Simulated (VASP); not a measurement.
# InSb (F-43m) in VASP: further runs

Runs on InSb. Level: PBEsol. Tasks: single point.

Program: VASP 6.6.1. These are calculated values, not measurements. Logs are shortened: lines on timing, memory, paths and dates and some standing lists are left out, and cuts for length are marked.

**The experiment to reproduce.**

From “Electronic Structure and Epitaxy of CdTe Shells on InSb Nanowires”, 2021, arxiv:2111.05126, for a bulk crystal of InSb: band gap 0.24 eV.

The runs below are set against these values where they give the same quantity.

**1. The cell of the first run**

The structure is cubic, space group F-43m (No. 216). Conventional cell: a = 6.478 Å, b = 6.478 Å, c = 6.478 Å, α = 90.00°, β = 90.00°, γ = 90.00°. In (site symmetry -43m) has 4 Sb at 2.81 Å within 3.7 Å. Sb (site symmetry -43m) has 4 In at 2.81 Å within 3.7 Å.

**2. Single point, PBEsol**

Contents of INCAR:

```
PREC = Accurate
ENCUT = 520
EDIFF = 1E-6
ISMEAR = 0
SIGMA = 0.15
LREAL = False
LASPH = True
NELM = 60
ALGO = Normal
ISIF = 2
LWAVE = False
LCHARG = False
GGA = PS
NBANDS = 16
```

Contents of KPOINTS:

```
regular mesh
0
Gamma
  12 12 12
```

Contents of POSCAR:

```
InSb
1.0
    0.0000000000      3.2391000000      3.2391000000
    3.2391000000      0.0000000000      3.2391000000
    3.2391000000      3.2391000000      0.0000000000
In Sb
1 1
Direct
    0.0000000000      0.0000000000      0.0000000000
    0.7500000000      0.7500000000      0.7500000000
```

Potentials or basis: VASP PAW PBE potentials, release 64 (In_d, Sb).

The run is started by

```console
$ cat potpaw_PBE.64/In_d/POTCAR potpaw_PBE.64/Sb/POTCAR > POTCAR
$ mpirun -np 1 vasp_std > vasp.out
```

OUTCAR:

```text
PREC = Accurate
   ENCUT = 520
   EDIFF = 1E-6
   ISMEAR = 0
   LREAL = False
   LASPH = True
   NELM = 60
   ISIF = 2
   GGA = PS

 ion  position               nearest neighbor table
   1  0.000  0.000  0.000-   2 2.81   2 2.81   2 2.81   2 2.81
   2  0.750  0.750  0.750-   1 2.81   1 2.81   1 2.81   1 2.81

  LATTYP: Found a face centered cubic cell.
 ALAT       =     6.4782000000

  Lattice vectors:

 A1 = (   0.0000000000,   3.2391000000,   3.2391000000)
 A2 = (   3.2391000000,   0.0000000000,   3.2391000000)
 A3 = (   3.2391000000,   3.2391000000,   0.0000000000)

Analysis of symmetry for initial positions (statically):
=====================================================================
 Subroutine PRICEL returns:
 Original cell was already a primitive cell.

 Routine SETGRP: Setting up the symmetry group for a
 face centered cubic supercell.

 Subroutine GETGRP returns: Found 24 space group operations
 (whereof 24 operations were pure point group operations)
 out of a pool of 48 trial point group operations.

The static configuration has the point symmetry T_d .

Analysis of symmetry for dynamics (positions and initial velocities):
=====================================================================
 Subroutine PRICEL returns:
 Original cell was already a primitive cell.

 Routine SETGRP: Setting up the symmetry group for a
 face centered cubic supercell.

 Subroutine GETGRP returns: Found 24 space group operations
 (whereof 24 operations were pure point group operations)
 out of a pool of 48 trial point group operations.

The dynamic configuration has the point symmetry T_d .

 Subroutine INISYM returns: Found 24 space group operations
 (whereof 24 operations are pure point group operations),
 and found     1 'primitive' translations

----------------------------------------------------------------------------------------

                                     Primitive cell

  volume of cell :      67.9678

  direct lattice vectors                    reciprocal lattice vectors
     0.000000000  3.239100000  3.239100000    -0.154363867  0.154363867  0.154363867
     3.239100000  0.000000000  3.239100000     0.154363867 -0.154363867  0.154363867
     3.239100000  3.239100000  0.000000000     0.154363867  0.154363867 -0.154363867

  length of vectors
     4.580779150  4.580779150  4.580779150     0.267366060  0.267366060  0.267366060

[... 78 lines left out ...]
   ENCUT  =  520.0 eV  38.22 Ry    6.18 a.u.   8.52  8.52  8.52*2*pi/ulx,y,z
   NELM   =     60;   NELMIN=  2; NELMDL= -5     # of ELM steps
   EDIFF  = 0.1E-05   stopping-criterion for ELM
   LREAL  =      F    real-space projection
   EDIFFG = 0.1E-04   stopping-criterion for IOM
   NSW    =      0    number of steps for IOM
   IBRION =     -1    ionic relax: 0-MD 1-quasi-New 2-CG
   NFREE  =      0    steps in history (QN), initial steepest desc. (CG)
   ISIF   =      2    stress and relaxation
   ISYM   =      2    0-nonsym 1-usesym 2-fastsym
   POTIM  = 0.5000    time-step for ionic-motion
   TEBEG  =    0.0;   TEEND  =   0.0 temperature during run
   PSTRESS=    0.0 pullay stress
   NELECT =      18.0000    total number of electrons
   NUPDOWN=      -1.0000    fix difference up-down
   EMIN   =  10.00;   EMAX   =-10.00  energy-range for DOS
   EFERMI =   0.00;   METHOD = LEGACY
   ISMEAR =     0;   SIGMA  =   0.15  broadening in eV -4-tet -1-fermi 0-gaus
   EFERMI_NEDOS =   21; number of points for ismear=-14 and -15
   IALGO  =     38    algorithm
   IMIX   =      4    mixing-type and parameters
     AMIX     =   0.40;   BMIX     =  1.00
     AMIX_MAG =   1.60;   BMIX_MAG =  1.00
  volume/ion in A,a.u.               =      33.98       229.33
  Fermi-wavevector in a.u.,A,eV,Ry     =   1.051311  1.986690 15.037912  1.105255
  Thomas-Fermi vector in A             =   2.186349
   LORBIT       =      0    0 simple, 1 ext, 2 COOP (PROOUT), +10 PAW based schemes
   GGA     = PS    functional components
   LHFCALC =     F    Hartree Fock is set to
   AEXX    =    0.0000 exact exchange contribution
   IVDW    =     0    specifies the selected vdW correction
   LEPSILON=     F    determine dielectric tensor
   LRPA    =     F    only Hartree local field effects (RPA)
 non-spin polarized calculation
 Gauss-broadening in eV      SIGMA  =   0.15
  energy-cutoff  :      520.00
  volume of cell :       67.97
 maximum number of plane-waves:      1853
 NGX is ok and might be reduce to    36
   NGX = 17   NGY = 17   NGZ = 17

 number of electron      17.9999993 magnetization

 Free energy of the ion-electron system (eV)
  ---------------------------------------------------
  ext. energy  EPLUGINS =         0.00000000
  ---------------------------------------------------
  free energy    TOTEN  =        -7.69713962 eV

  energy without entropy =       -7.69688601  energy(sigma->0) =       -7.69701281

 E-fermi :   5.0780     XC(G=0):  -8.8710

 val. band max:        4.9656405250   @ k =   0.0000   0.0000   0.0000
 cond. band min:       5.4376509312   @ k =   0.5000   0.0000   0.0000
 fundamental gap:      0.4720104062
 Fermi energy:         5.0779941899

 k-point     1 :       0.0000    0.0000    0.0000
  band No.  band energies     occupation
      1      -9.5759      2.00000
      2      -9.5759      2.00000
      3      -9.5759      2.00000
      4      -9.4891      2.00000
      5      -9.4891      2.00000
      6      -5.7863      2.00000
[... 433 lines left out ...]
      3      -9.5507      2.00000
      4      -9.4907      2.00000
      5      -9.4881      2.00000
      6      -4.2552      2.00000
[... 8 lines left out ...]
     15      13.1797      0.00000
     16      13.4406      0.00000

 [... further k-points ...]

------------------------ aborting loop because EDIFF is reached ----------------------------------------

  FORCE on cell =-STRESS in cart. coord.  units (eV):
  Direction    XX          YY          ZZ          XY          YZ          ZX
  --------------------------------------------------------------------------------------
  -------------------------------------------------------------------------------------
  Total        0.3646757      0.3646757      0.3646757      0.0000000      0.0000000     -0.0000000
  in kB        8.5963547      8.5963547      8.5963547      0.0000000      0.0000000     -0.0000000
  external PRESSURE =       8.5963547 kB  Pullay stress =       0.0000000 kB

 VOLUME and BASIS-vectors are now :
 -----------------------------------------------------------------------------
  energy-cutoff  :      520.00
  volume of cell :       67.97
      direct lattice vectors                 reciprocal lattice vectors
     0.000000000  3.239100000  3.239100000    -0.154363867  0.154363867  0.154363867
     3.239100000  0.000000000  3.239100000     0.154363867 -0.154363867  0.154363867
     3.239100000  3.239100000  0.000000000     0.154363867  0.154363867 -0.154363867

 POSITION                                       TOTAL-FORCE (eV/Angst)
 -----------------------------------------------------------------------------------
      0.00000      0.00000      0.00000         0.000000      0.000000      0.000000
      4.85865      4.85865      4.85865        -0.000000     -0.000000     -0.000000
 -----------------------------------------------------------------------------------
    total drift:                                0.000000      0.000000      0.000000

  FREE ENERGIE OF THE ION-ELECTRON SYSTEM (eV)
  ---------------------------------------------------
  free  energy   TOTEN  =        -7.6971396212 eV

  energy  without entropy=       -7.6968860052  energy(sigma->0) =       -7.69701281
```

Wall time 25 s (1 thread of Intel Xeon 6975P-C (Granite Rapids), shared host); peak memory 0.25 GiB.

Results:

```yaml
Free_energy: -7.6971 eV
Pressure: 0.9 GPa
Band_gap_on_the_k_mesh: zero (filled and empty bands touch)
```

Caveat: the PAW data sets were made with another functional, which shifts forces and pressure a little; spin-orbit coupling is left out, which moves the levels of the heavy elements.

**3. Single point, PBEsol**

Contents of INCAR:

```
SYSTEM = InSb
PREC = Accurate
ENCUT = 500
EDIFF = 1E-6
ISMEAR = 0
SIGMA = 0.15
LREAL = .FALSE.
LASPH = .TRUE.
NELM = 120
ALGO = Normal
ISIF = 2
LWAVE = .FALSE.
LCHARG = .FALSE.
GGA = PS
NBANDS = 16
GGA_COMPAT = .FALSE.
```

Contents of KPOINTS:

```
regular mesh
0
G
  14 14 14
  0 0 0
```

POSCAR is that of step 2.

Potentials or basis: VASP PAW PBE potentials, release 64 (In_d, Sb).

The run is started by

```console
$ cat potpaw_PBE.64/In_d/POTCAR potpaw_PBE.64/Sb/POTCAR > POTCAR
$ mpirun -np 1 vasp_std > vasp.out
```

Run time: 2.9 min. Hardware: 1 thread of AMD EPYC 7R13, shared host; peak memory 0.25 GiB.

Results (log left out):

```
Free energy            : -7.6974 eV
Pressure               : 0.9 GPa
Band gap on the k mesh : zero (filled and empty bands touch)
```

Levels at points of the mesh, in eV from the Fermi level:
```tsv
k point	band 6	band 7	band 8	band 9	band 10	band 11	band 12	band 13
(0.00, 0.00, 0.00)	-10.88	-0.39	-0.13	-0.13	-0.13	2.80	2.80	2.80
(0.50, 0.00, 0.00)	-9.51	-5.79	-1.15	-1.15	0.34	3.64	3.64	5.82
(0.50, 0.50, 0.00)	-8.89	-6.08	-2.41	-2.41	1.12	1.13	7.99	7.99
```

Caveat: the PAW data sets were made with another functional, which shifts forces and pressure a little; spin-orbit coupling is left out, which moves the levels of the heavy elements.

**4. Against experiment**

Step 2. Measured gap of InSb: 0.24 eV (quoted in “Electronic Structure and Epitaxy of CdTe Shells on InSb Nanowires”, 2021, arxiv:2111.05126). This calculation gives 0.00 eV (-0.24 eV). Spin-orbit coupling on In, Sb is left out. The value is that of PBEsol on a finite k mesh, which can miss the band edges, without temperature or zero-point motion. Semilocal functionals fall short of measured gaps as a rule.

Step 3. A measured gap of InSb is 0.24 eV (quoted in “Electronic Structure and Epitaxy of CdTe Shells on InSb Nanowires”, 2021, arxiv:2111.05126); the calculated 0.00 eV misses it by -0.24 eV. Spin-orbit coupling on In, Sb is left out. The value is that of PBEsol on a finite k mesh, which can miss the band edges, without temperature or zero-point motion. Semilocal functionals fall short of measured gaps as a rule.
